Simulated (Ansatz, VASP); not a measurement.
**One calculation of Al3BN2, two programs**

```
CELL_PARAMETERS angstrom
2.95954 0.00000 0.00000
-1.47977 2.56303 0.00000
0.00000 0.00000 18.04431
ATOMIC_POSITIONS crystal
Al 0.00000 0.00000 0.00000
Al 0.00000 0.00000 0.50000
Al 0.33333 0.66667 0.12900
Al 0.66667 0.33333 0.62900
Al 0.33333 0.66667 0.37100
Al 0.66667 0.33333 0.87100
B 0.00000 0.00000 0.25000
B 0.00000 0.00000 0.75000
N 0.33333 0.66667 0.57010
N 0.66667 0.33333 0.07010
N 0.33333 0.66667 0.92990
N 0.66667 0.33333 0.42990
```

Change from the starting cell: species swapped into the Ti3AlC2 type (P6_3/mmc, No. 194).

Alike in both runs: task single point; functional PBE; k mesh 6 × 6 × 1; occupations gaussian, width 0.1 eV; no spin polarisation.

|  | VASP | Ansatz |
| --- | --- | --- |
| version | VASP 6.6.1 | Ansatz 0.2.0 |
| potentials or method | VASP PAW PBE potentials, release 64 (Al, B, N), cutoff 520 eV | scalar-relativistic, plane waves, PAW |
| valence electrons in the cell | 44 | 44 |

```csv
,VASP,Ansatz,Ansatz less VASP
gap on the k mesh at the Fermi level (eV),none,none,-
pressure (GPa),-12.4,-12.3,+0.14
"traceless stress, the component that is largest in VASP (GPa)",-5.81,-5.76,+0.050
rms of the force components (eV/Å),1.185,1.193,+0.0073
```

Atom by atom the forces differ by 0.007 eV/Å (rms over components). A gap of «none» marks a metal or a gap that the smearing closes.

The k mesh is coarse, so the values compare programs but aren't converged.
